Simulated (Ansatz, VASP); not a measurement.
## Two plane-wave programs on SiBr5

The input INCAR:

```
ALGO = Fast
EDIFF = 1E-7
EDIFFG = -0.01
ENCUT = 600
GGA = PE
IBRION = 2
ISIF = 3
ISMEAR = 0
LASPH = T
LCHARG = F
LREAL = F
LWAVE = F
NELM = 60
NSW = 100
PREC = Accurate
SIGMA = 0.1
```

File KPOINTS:

```
k-points
0
Gamma
  8 8 8
```

The input POSCAR:

```
SiBr5
1.0
    0.0000000000      4.5415597800      4.5415597800
    4.5415597800      0.0000000000      4.5415597800
    4.5415597800      4.5415597800      0.0000000000
Si Br
1 5
Direct
    0.0000000000      0.0000000000      0.0000000000
    0.7500000000      0.7500000000      0.7500000000
    0.3750000000      0.3750000000      0.8750000000
    0.3750000000      0.8750000000      0.3750000000
    0.8750000000      0.3750000000      0.3750000000
    0.3750000000      0.3750000000      0.3750000000
```

Input for Ansatz:

```yaml
crystal:
  lattice:
    - [0.0, 4.54155978, 4.54155978]
    - [4.54155978, 0.0, 4.54155978]
    - [4.54155978, 4.54155978, 0.0]
  atoms:
    - { symbol: Si, position: [0.0, 0.0, 0.0] }
    - { symbol: Br, position: [0.75, 0.75, 0.75] }
    - { symbol: Br, position: [0.375, 0.375, 0.875] }
    - { symbol: Br, position: [0.375, 0.875, 0.375] }
    - { symbol: Br, position: [0.875, 0.375, 0.375] }
    - { symbol: Br, position: [0.375, 0.375, 0.375] }
basis:
  ecutwfc: 420
kpoints:
  mp_grid: { grid: [8, 8, 8] }
hamiltonian:
  xc: pbe
scf:
  occupations: { method: gaussian, width: 0.1 }
output:
  forces: true
  stress: true
  eigenvalues: true
  write_density: true
  write_potential: true
  elf: true
  volumetric_format: npy
relax:
  adjacent_minimum: "off"
  f_tol: 0.01
  max_steps: 80
  cell: { stress_tol: 0.05 }
```

Change from the starting cell: species swapped into the ZrCu5 type (F-43m, No. 216).

Alike in both runs: task relaxation of cell and atoms; functional PBE; k mesh 8 × 8 × 8; occupations gaussian, width 0.1 eV; no spin polarisation.

|  | VASP | Ansatz |
| --- | --- | --- |
| version | VASP 6.6.1 | Ansatz 0.2.0 |
| potentials or method | VASP PAW PBE potentials, release 64 (Si, Br), cutoff 600 eV | scalar-relativistic, plane waves, PAW |
| valence electrons in the cell | 39 | 39 |

```tsv
	VASP	Ansatz	Ansatz less VASP
gap on the k mesh at the Fermi level, each at its own relaxed structure (eV)	none	none	-
relaxed volume (Å³/atom)	27.28	27.30	+0.017
relaxed length of the cell vector where the two differ most in proportion (Å)	6.140	6.142	+0.0013
```

A gap of «none» marks a metal or a gap that the smearing closes.
